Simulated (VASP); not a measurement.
The system is HfC2.

```
Hf C
1.0
     3.56835    0.00000    0.00000
    -1.78417    3.09028    0.00000
     0.00000    0.00000    3.77309
Hf C
1 2
Direct
  0.00000 0.00000 0.00000
  0.33333 0.66667 0.50000
  0.66667 0.33333 0.50000
```

The cell was built from a structure type or drawn by symmetry, and may not be a known phase.

```yaml
Program: VASP 6.6.1
Task: relaxation of cell and atoms
Functional: PBE
Potentials_or_basis: VASP PAW PBE potentials, release 64 (Hf_pv, C)
Cutoff: 600 eV
k_mesh: 6 × 6 × 4
Occupations: gaussian, width 0.1 eV
Spin: no spin polarisation
```

At the start: pressure -37.2 GPa; volume 13.87 Å³/atom.

Problem. Where does the relaxation end?

Solution. Over 6 steps the energy falls by 708.8 meV/atom and the volume is 9.72 Å³/atom (-29.9 %); space group P6/mmm (No. 191, to 0.1 Å) before and after.

The path:
| step | energy change (eV) | largest force (eV/Å) | pressure (GPa) | volume (Å³) |
| --- | --- | --- | --- | --- |
| 1 | 0.0000 | 0.0000 | -37.20 | 41.61 |
| 2 | -1.5394 | 0.0000 | 45.69 | 24.98 |
| 3 | -2.1225 | 0.0000 | -1.09 | 29.28 |
| 4 | -2.1237 | 0.0000 | 0.40 | 29.06 |
| 5 | -2.1262 | 0.0000 | 0.49 | 29.14 |
| 6 | -2.1265 | 0.0000 | 0.44 | 29.17 |

Final structure:
```
Hf C
1.0
     3.25998    0.00000    0.00000
    -1.62999    2.82322    0.00000
     0.00000    0.00000    3.16935
Hf C
1 2
Cartesian
  0.0000 0.0000 0.0000
  0.0000 1.8821 1.5847
  1.6300 0.9411 1.5847
```

Caveat: the k points lie up to 0.50 Å⁻¹ apart in the final cell, too coarse for converged energies and pressures of a metal; the volume moved by over 15 % at a fixed basis, so the end points are rough.
